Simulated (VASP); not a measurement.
Input of a VASP 6.6.1 run:

Contents of INCAR:

```
SYSTEM = Mg16O17
  PREC = Accurate
  ENCUT = 520
  EDIFF = 1E-6
  ISMEAR = -1
  SIGMA = 0.01
  LREAL = Auto
  LASPH = .TRUE.
  NELM = 60
  ALGO = Normal
  ISIF = 2
  LWAVE = .FALSE.
  LCHARG = .FALSE.
  GGA = PE
  NELECT = 136.0
  NBANDS = 89
```

Contents of KPOINTS:

```
Automatic mesh
0
Gamma
  1 1 1
  0.25 0.25 0.25
```

POSCAR

```
Mg16O17
1.0
   -4.2543812300      4.2543812300      4.2543812300
    4.2543812300     -4.2543812300      4.2543812300
    4.2543812300      4.2543812300     -4.2543812300
Mg O
16 17
Direct
    0.0071636996      0.0071237089      0.0047607062
   -0.0065525564      0.2478848768      0.7503035575
   -0.0065708921      0.5002580626      0.4979170496
    0.0071517070      0.7547301784      0.2571688660
    0.2479115100     -0.0066174262      0.7502796671
    0.2476652689      0.2475693459      0.4975884142
    0.2479029618      0.5002390970      0.2434236573
    0.2458046825      0.7526602028      0.0027071005
    0.5002998313     -0.0066552529      0.4979124691
    0.5003038716      0.2478519869      0.2434120013
    0.5003061190      0.5003031942      0.0029890812
    0.5003095875      0.7529447538      0.7503611605
    0.7548093109      0.0071509846      0.2572117777
    0.7526897307      0.2457572845      0.0026694968
    0.7529509076      0.5002181950      0.7502726573
    0.7526855465      0.7526263871      0.4958025336
    0.0059250558      0.0058990860      0.5124732313
    0.0059014815      0.2624412195      0.2559031815
   -0.0053168963      0.5002507485      0.0068415317
   -0.0053056543      0.7568289301      0.7502855474
    0.2624750803      0.0058724230      0.2559194397
    0.2437510034      0.2437033128     -0.0118611304
    0.1843697156      0.5002971790      0.7503282058
    0.2437683843      0.7380910223      0.4937587513
    0.5003083648     -0.0053447127      0.0068649196
    0.5002981886      0.1842793247      0.7502756744
    0.5002985570      0.5002310288      0.4343286365
    0.5002977992      0.7568217118      0.2446790794
    0.7568457648     -0.0053634427      0.7502907011
    0.7381390956      0.2437283508      0.4937647227
    0.7568624053      0.5002724768      0.2446721371
    0.8162455430      0.8162197554      0.0662538186
    0.5002929566      0.5002422618      0.7502919915
```

Potentials or basis: VASP PAW PBE potentials, release 64 (Mg, O).

The run is started by

```bash
$ cat potpaw_PBE.64/Mg/POTCAR potpaw_PBE.64/O/POTCAR > POTCAR
$ mpirun -np 1 vasp_std > vasp.out
```

(1) Estimate the largest force.

Results:

(1) 0.016 eV/Å.

Caveat: the k points lie up to 1.04 Å⁻¹ apart; the cell carries a net charge on a neutralising background, which shifts energy and pressure.
